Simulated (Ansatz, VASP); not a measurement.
BaC12: VASP beside Ansatz

Contents of INCAR:

```
SYSTEM = BaC12
PREC = Accurate
ENCUT = 520
EDIFF = 1E-7
ISMEAR = 0
SIGMA = 0.1
LREAL = .FALSE.
LASPH = .TRUE.
NELM = 150
ALGO = Normal
ISIF = 2
LWAVE = .FALSE.
LCHARG = .FALSE.
ISPIN = 2
MAGMOM = 0 1 1 1 1 1 1 1 1 1 1 1 1
LORBIT = 11
GGA = PE
IVDW = 12
NBANDS = 45
```

Contents of KPOINTS:

```
Automatic mesh
0
G
  6 6 2
  0 0 0
```

Contents of POSCAR:

```
BaC12
1.0
    4.2884627560      0.0000000000      0.0000000000
   -2.1442313780      3.7139176898      0.0000000000
    0.0000000000      0.0000000000      8.6468226157
Ba C
1 12
Direct
    0.0000000000      0.0000000000      0.0000000000
    0.6669204795      0.0000000000      0.6880849360
    0.3330795205      0.3330795205      0.6880849360
    0.0000000000      0.6669204795      0.6880849360
    0.3330795205      0.0000000000      0.6880849360
    0.0000000000      0.3330795205      0.6880849360
    0.6669204795      0.6669204795      0.6880849360
    0.3330795205      0.0000000000      0.3119150640
    0.0000000000      0.3330795205      0.3119150640
    0.6669204795      0.6669204795      0.3119150640
    0.6669204795      0.0000000000      0.3119150640
    0.3330795205      0.3330795205      0.3119150640
    0.0000000000      0.6669204795      0.3119150640
```

Input for Ansatz:

```yaml
crystal:
  lattice:
    - [4.288462756, 0.0, 0.0]
    - [-2.144231378, 3.7139176898, 0.0]
    - [0.0, 0.0, 8.6468226157]
  atoms:
    - { symbol: Ba, position: [0.0, 0.0, 0.0] }
    - { symbol: C, position: [0.6669204795, 0.0, 0.688084936], spin: 1.0 }
    - { symbol: C, position: [0.3330795205, 0.3330795205, 0.688084936], spin: 1.0 }
    - { symbol: C, position: [0.0, 0.6669204795, 0.688084936], spin: 1.0 }
    - { symbol: C, position: [0.3330795205, 0.0, 0.688084936], spin: 1.0 }
    - { symbol: C, position: [0.0, 0.3330795205, 0.688084936], spin: 1.0 }
    - { symbol: C, position: [0.6669204795, 0.6669204795, 0.688084936], spin: 1.0 }
    - { symbol: C, position: [0.3330795205, 0.0, 0.311915064], spin: 1.0 }
    - { symbol: C, position: [0.0, 0.3330795205, 0.311915064], spin: 1.0 }
    - { symbol: C, position: [0.6669204795, 0.6669204795, 0.311915064], spin: 1.0 }
    - { symbol: C, position: [0.6669204795, 0.0, 0.311915064], spin: 1.0 }
    - { symbol: C, position: [0.3330795205, 0.3330795205, 0.311915064], spin: 1.0 }
    - { symbol: C, position: [0.0, 0.6669204795, 0.311915064], spin: 1.0 }
basis:
  ecutwfc: 420
kpoints:
  mp_grid: { grid: [6, 6, 2] }
hamiltonian:
  xc: pbe
  dispersion: d3bj
scf:
  occupations: { method: gaussian, width: 0.1 }
  lower_state_search: "off"
output:
  forces: true
  stress: true
  eigenvalues: true
  populations: true
magnetization:
  spin_polarized: true
```

Alike in both runs: task single point; functional PBE; dispersion D3(BJ); k mesh 6 × 6 × 2; occupations gaussian, width 0.1 eV; collinear spin.

|  | VASP | Ansatz |
| --- | --- | --- |
| version | VASP 6.6.1 | Ansatz 0.2.0 |
| potentials or method | VASP PAW PBE potentials, release 64 (Ba_sv, C), cutoff 520 eV | scalar-relativistic, plane waves, PAW |
| valence electrons in the cell | 58 | 58 |

```csv
,VASP,Ansatz,Ansatz less VASP
gap on the k mesh at the Fermi level (eV),none,none,-
pressure (GPa),0.8,0.2,-0.66
"traceless stress, the component that is largest in VASP (GPa)",0.29,0.21,-0.083
rms of the force components (eV/Å),0.014,0.001,-0.0130
net moment per atom (μB),0.00,0.01,+0.008
```

Atom by atom the forces differ by 0.014 eV/Å (rms over components). A gap of «none» marks a metal or a gap that the smearing closes. Ansatz's warnings: seeded moment not kept.

The k mesh is coarse, so the values compare programs but aren't converged. Neither program's run includes spin-orbit coupling.
